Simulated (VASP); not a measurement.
Crystal: Ge2P.

```
CELL_PARAMETERS angstrom
4.29893 0.00000 0.00000
0.00000 4.29893 0.00000
0.00000 0.00000 3.75647
ATOMIC_POSITIONS crystal
Ge 0.00000 0.50000 0.00000
Ge 0.50000 0.00000 0.00000
P 0.00000 0.00000 0.00000
```

The cell was built from a structure type or drawn by symmetry, and may not be a known phase.

- Program: VASP 6.6.1
- Task: relaxation of cell and atoms
- Functional: PBE
- Potentials or basis: VASP PAW PBE potentials, release 64 (Ge_d, P)
- Cutoff: 600 eV
- k mesh: 4 × 4 × 4
- Occupations: gaussian, width 0.1 eV
- Spin: no spin polarisation

At the start: pressure 19.6 GPa; volume 23.14 Å³/atom.

Problem. Where does the relaxation end?

Solution. Over 20 steps the energy falls by 856.0 meV/atom and the volume is 21.90 Å³/atom (-5.4 %); space group P4/mmm (No. 123, to 0.1 Å) before and after.

Step by step:
| step | energy change (eV) | largest force (eV/Å) | pressure (GPa) | volume (Å³) |
| --- | --- | --- | --- | --- |
| 1 | 0.0000 | 0.0000 | 19.56 | 69.42 |
| 2 | -0.8856 | 0.0000 | -7.17 | 100.37 |
| 3 | -1.3934 | 0.0000 | -0.81 | 86.14 |
| 4 | -1.3950 | 0.0000 | -0.47 | 85.62 |
| 5 | -1.3951 | 0.0000 | -0.20 | 85.28 |
| 6 | -1.3975 | 0.0000 | -0.12 | 84.73 |
| 7 | -1.4074 | 0.0000 | -0.05 | 83.08 |
| 8 | -1.4672 | 0.0000 | -0.10 | 79.78 |
| 9 | -1.7641 | 0.0000 | -0.15 | 73.22 |
| 10 | -2.4602 | 0.0000 | 5.50 | 60.26 |
| 11 | -2.4326 | 0.0000 | 3.15 | 62.48 |
| 12 | -2.4638 | 0.0000 | 4.67 | 60.91 |
| 13 | -2.4868 | 0.0000 | 3.92 | 61.43 |
| 14 | -2.5327 | 0.0000 | 2.22 | 63.00 |
| 15 | -2.5669 | 0.0000 | -0.50 | 66.19 |
| 16 | -2.5676 | 0.0000 | -0.11 | 65.71 |
| 17 | -2.5677 | 0.0000 | -0.18 | 65.82 |
| 18 | -2.5676 | 0.0000 | -0.29 | 65.92 |
| 19 | -2.5678 | 0.0000 | -0.26 | 65.85 |
| 20 | -2.5680 | 0.0000 | -0.16 | 65.70 |

Final structure:
```
CELL_PARAMETERS angstrom
4.95596 0.00000 0.00000
0.00000 4.95596 0.00000
0.00000 0.00000 2.67485
ATOMIC_POSITIONS crystal
Ge 0.00000 0.50000 0.00000
Ge 0.50000 0.00000 0.00000
P 0.00000 0.00000 0.00000
```

Caveat: the k points lie up to 0.59 Å⁻¹ apart in the final cell, too coarse for converged energies and pressures of a metal; a cell axis changed by over 15 % at a fixed basis, so the end point is rough.
